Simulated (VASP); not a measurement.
Set up this calculation in VASP 6.6.1, as the native input.

```
Task                   : single point
Functional             : PBE
Potentials or basis    : VASP PAW PBE potentials, release 64 (Cu)
Cutoff                 : 520 eV
k mesh                 : 1 × 1 × 15
Occupations            : gaussian, width 0.05 eV
Spin                   : no spin polarisation
Dipole correction      : no
Further INCAR settings : ALGO = Normal; EDIFF = 1e-06; NBANDS = 48
```

The structure of Cu lies in POSCAR:

```
Cu
1.0
   12.6000000000      0.0000000000      0.0000000000
    0.0000000000     12.9000000000      0.0000000000
    0.0000000000      0.0000000000      2.4644898493
Cu
7
Direct
    0.3526965019      0.5000000000      0.0000000000
    0.7016713858      0.5000000000      0.0000000000
    0.6385263620      0.3425963724      0.5000000000
    0.6385263620      0.6574036276      0.5000000000
    0.5230311963      0.5000000000      0.5000000000
    0.4668117269      0.3394965996      0.0000000000
    0.4668117269      0.6605034004      0.0000000000
```

These files were run (other wordings do the same):

INCAR

```
PREC     = Accurate       # precision mode
ENCUT    = 520            # plane-wave cutoff, eV
EDIFF    = 1E-6           # SCF threshold, eV
ISMEAR   = 0              # smearing method
SIGMA    = 0.05           # smearing width, eV
LREAL    = F              # projectors in reciprocal space
LASPH    = T              # aspherical terms in the spheres
NELM     = 100            # most SCF steps
ALGO     = Normal         # electronic algorithm
ISIF     = 2              # what is computed and relaxed
LWAVE    = F              # write WAVECAR
LCHARG   = F              # write CHGCAR
GGA      = PE             # functional
NBANDS   = 48             # bands
```

KPOINTS

```
Automatic mesh
0
Gamma
  1 1 15
```

Potentials or basis: VASP PAW PBE potentials, release 64 (Cu).

Run with:

```console
$ cat potpaw_PBE.64/Cu/POTCAR > POTCAR
$ mpirun -np 1 vasp_std > vasp.out
```

It gave:

```
Largest force          : 0.030 eV/Å
Band gap on the k mesh : zero (an odd number of electrons rules out a gap without spin polarisation)
```

Wall time 8.1 min on 1 thread of AMD EPYC 7571, on a shared host, peak memory 0.41 GiB.
